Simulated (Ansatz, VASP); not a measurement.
# Zn in VASP and in Ansatz

```xyz
4
Lattice="2.7811 0.0000 0.0000 -1.3906 2.4085 0.0000 0.0000 0.0000 9.0831" Properties=species:S:1:pos:R:3 pbc="T T T"
Zn    0.0000    0.0000    0.0000
Zn    0.0000    0.0000    4.5416
Zn    0.0000    1.6057    2.2708
Zn    1.3906    0.8028    6.8123
```

Alike in both runs: task relaxation of cell and atoms; functional BLYP; k mesh 13 × 13 × 4; occupations fermi-dirac, width 0.1 eV; no spin polarisation.

|  | VASP | Ansatz |
| --- | --- | --- |
| version | VASP 6.6.1 | Ansatz 0.2.0 |
| potentials or method | VASP PAW PBE potentials, release 64 (Zn), cutoff 600 eV | plane waves (420 eV) with PAW, scalar-relativistic |
| valence electrons in the cell | 48 | 48 |

```tsv
	VASP	Ansatz	Ansatz less VASP
relaxed volume (Å³/atom)	18.63	19.01	+0.385
relaxed length of the cell vector where the two differ most in proportion (Å)	12.565	12.873	+0.3075
```

VASP's potentials were made for PBE, not for BLYP.

Noted on VASP's run: the volume moved by over 15 % at a fixed basis, so the end points are rough.
